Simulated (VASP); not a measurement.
Te2Mo, 3 atoms in the cell. The cell holds a slab with vacuum, 3 atoms: a = 3.560 Å, b = 3.560 Å, c = 17.524 Å, α = 90.00°, β = 90.00°, γ = 120.00°.  This cell differs from its parent crystal: atom 3 (Mo) moved by (+0.000, +0.300) A along x and y.

- Program: VASP 6.6.1
- Task: single point
- Functional: LDA
- Potentials or basis: VASP PAW LDA potentials, release 64 (Te, Mo_sv)
- Cutoff: 520 eV
- k mesh: 12 × 12 × 2
- Occupations: gaussian, width 0.05 eV
- Spin: no spin polarisation
- Dipole correction: no
- Further INCAR settings: ALGO = Normal; EDIFF = 1e-06; NBANDS = 20

Potentials or basis: VASP PAW LDA potentials, release 64 (Te, Mo_sv).

The run is started by

```bash
$ cat potpaw_LDA.64/Te/POTCAR potpaw_LDA.64/Mo_sv/POTCAR > POTCAR
$ mpirun -np 1 vasp_std > vasp.out
```

Hardware: 1 thread of Intel(R) Xeon(R) 6975P-C (Granite Rapids), on a shared host.

Question: Estimate the wall time of this run.

Answer: Run time: 3.8 min on 1 thread of Intel(R) Xeon(R) 6975P-C (Granite Rapids), on a shared host, peak memory 0.48 GiB. Counts: scf iterations 21, k points 86.
